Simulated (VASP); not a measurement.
Set up this calculation in VASP 6.6.1, as the native input.

```yaml
Task: single point
Functional: BLYP
Dispersion: D3(BJ)
Potentials_or_basis: VASP PAW PBE potentials, release 64 (Mg, O)
Cutoff: 520 eV
k_mesh: 11 × 11 × 11
Occupations: methfessel-paxton, width 0.01 eV
Spin: no spin polarisation
Dipole_correction: no
Further_INCAR_settings: ALGO = Normal; EDIFF = 1e-07; NBANDS = 11
```

The structure of MgO lies in POSCAR:

```
MgO
1.0
    2.9656078100      0.0000000000      0.0000000000
    1.4828039050      2.5682917011      0.0000000000
    1.4828039050      0.8560972337      2.4214086372
Mg O
1 1
Direct
    0.0000000000      0.0000000000      0.0000000000
    0.5000000000      0.5000000000      0.5000000000
```

These files were run (other wordings do the same):

INCAR

```
SYSTEM = MgO
AGGAC = 1.0 ; AGGAX = 1.0
ALDAC = 0.0 ; ALDAX = 1.0
ALGO = Normal ; EDIFF = 1E-7
ENCUT = 520 ; GGA = B5
ISIF = 2 ; ISMEAR = 1
IVDW = 12 ; LASPH = .True.
LCHARG = .False. ; LREAL = .False.
LWAVE = .False. ; NBANDS = 11
NELM = 100 ; PREC = Accurate
SIGMA = 0.01 ; VDW_A1 = 0.4298
VDW_A2 = 4.2359 ; VDW_S6 = 1.0
VDW_S8 = 2.6996
```

KPOINTS

```
k-points
0
Gamma
  11 11 11
  0 0 0
```

Potentials or basis: VASP PAW PBE potentials, release 64 (Mg, O).

Command:

```bash
$ cat potpaw_PBE.64/Mg/POTCAR potpaw_PBE.64/O/POTCAR > POTCAR
$ mpirun -np 1 vasp_std > vasp.out
```

Results of the run:

| Property | Result |
| --- | --- |
| Pressure | -2.8 GPa |
| Band gap on the k mesh | 5.14 eV, direct |
| Dispersion energy per atom | -0.646 eV |

Caveat: the PAW data sets were made with another functional, which shifts forces and pressure a little.

It took 10 s on 1 thread of Intel(R) Xeon(R) Platinum 8488C (Sapphire Rapids), on a shared host, peak memory 0.15 GiB.
